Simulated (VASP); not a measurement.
Set up this calculation in VASP 6.6.1, as the native input.

```yaml
Task: single point
Functional: r2SCAN
Potentials_or_basis: VASP PAW PBE potentials, release 64 (W_sv, Se)
Cutoff: 520 eV
k_mesh: 12 × 12 × 1
Occupations: gaussian, width 0.05 eV
Spin: no spin polarisation
Dipole_correction: no
Further_INCAR_settings: ALGO = Normal; EDIFF = 1e-07; NBANDS = 49
```

WSe2, a slab with vacuum:

```
W Se
1.0
     3.31442    0.00000    0.00000
    -1.65721    2.87038    0.00000
     0.00000    0.00000   29.80009
W Se
3 6
Direct
  0.66667 0.33333 0.00336
  0.33333 0.66667 0.76826
  0.33333 0.66667 0.22838
  0.33333 0.66667 0.05911
  0.66667 0.33333 0.82407
  0.66667 0.33333 0.28411
  0.33333 0.66667 0.94757
  0.66667 0.33333 0.71251
  0.66667 0.33333 0.17263
```

This cell differs from its parent crystal: atoms displaced along a vibrational mode.

The input as run:

POSCAR

```
WSe2
1.0
    3.3144241466      0.0000000000      0.0000000000
   -1.6572120733      2.8703755099      0.0000000000
    0.0000000000      0.0000000000     29.8000909728
W Se
3 6
Direct
    0.6666666667      0.3333333333      0.0033556945
    0.3333333333      0.6666666667      0.7682616654
    0.3333333333      0.6666666667      0.2283826066
    0.3333333333      0.6666666667      0.0591131082
    0.6666666667      0.3333333333      0.8240659228
    0.6666666667      0.3333333333      0.2841114740
    0.3333333333      0.6666666667      0.9475660564
    0.6666666667      0.3333333333      0.7125139672
    0.6666666667      0.3333333333      0.1726295494
```

INCAR.step1

```
  ALGO = Normal
  EDIFF = 1E-4
  ENCUT = 520
  GGA = PE
  ISMEAR = 0
  LASPH = True
  LCHARG = False
  LREAL = False
  LWAVE = True
  NBANDS = 49
  NELM = 60
  PREC = Accurate
  SIGMA = 0.05
```

INCAR.step2

```
  ALGO = Normal
  EDIFF = 1E-7
  ENCUT = 520
  ISIF = 2
  ISMEAR = 0
  ISTART = 1
  LASPH = True
  LCHARG = True
  LELF = True
  LMIXTAU = True
  LREAL = False
  LVHAR = True
  LWAVE = False
  METAGGA = R2SCAN
  NBANDS = 49
  NELM = 60
  PREC = Accurate
  SIGMA = 0.05
```

KPOINTS

```
k-points
0
Gamma
  12 12 1
```

Potentials or basis: VASP PAW PBE potentials, release 64 (W_sv, Se).

Launch:

```sh
$ cat potpaw_PBE.64/W_sv/POTCAR potpaw_PBE.64/Se/POTCAR > POTCAR
$ cp INCAR.step1 INCAR
$ mpirun -np 1 vasp_std > vasp.out
$ cp INCAR.step2 INCAR
$ mpirun -np 1 vasp_std > vasp.out
```

Results of the run:

```json
{
  "Largest force": "0.047 eV/Å",
  "Band gap on the k mesh": "1.49 eV (least direct gap 1.60 eV)"
}
```

Caveat: the cell differs from its parent crystal (atoms displaced along a vibrational mode); the PAW data sets were made with another functional, which shifts forces and pressure a little; spin-orbit coupling is left out, which moves the levels of the heavy elements.

Wall time 16 min on 1 thread of Intel(R) Xeon(R) 6975P-C (Granite Rapids) (shared host), peak memory 0.57 GiB.
